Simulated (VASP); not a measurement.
Runs of VASP 6.6.1 on C. The structure is that of space group R-3m (No. 166), or close to it. The cells are those of the table. 

```csv
cell,gap on the mesh (eV),pressure (GPa),largest force (eV/Å)
"a = 10.739 Å, angles 13.2°, 10 atoms",4.34,8.1,0.08
"a = 9.646 Å, angles 14.9°, 10 atoms",(b),59.4,1.17
"a = 9.655 Å, angles 15.4°, 10 atoms",(c),20.2,1.45
"a = 10.189 Å, angles 13.8°, 10 atoms",4.72,(d),0.11
"a = 9.917 Å, angles 14.3°, 10 atoms",4.31,51.1,0.42
"a = 10.467 Å, angles 13.7°, 10 atoms",4.60,(a),0.06
```

Alike in all rows: task single point; level PBE; potentials or basis VASP PAW PBE potentials, release 64 (C); no spin polarisation; k mesh 12 × 12 × 12; cutoff (eV) 520; smearing gaussian 0.05 eV.

**Question.** Estimate the missing entries.

**Answer.** (a) 9.8; (b) 3.72; (c) 2.99; (d) 45.8.

Caveats: forces of over 1 eV/Å act on the atoms, so gaps and moduli don't describe the material at rest (at least some runs); the stress differs along the axes, from -29 to 27 GPa (at least some runs); the stress differs along the axes, from 20 to 139 GPa (at least some runs); the stress differs along the axes, from -32 to 124 GPa (at least some runs); the cell stands under pressure (at least some runs); the stress differs along the axes, from 33 to 87 GPa (at least some runs); the stress differs along the axes, from 1 to 14 GPa (at least some runs).

A k mesh can miss the band edges.
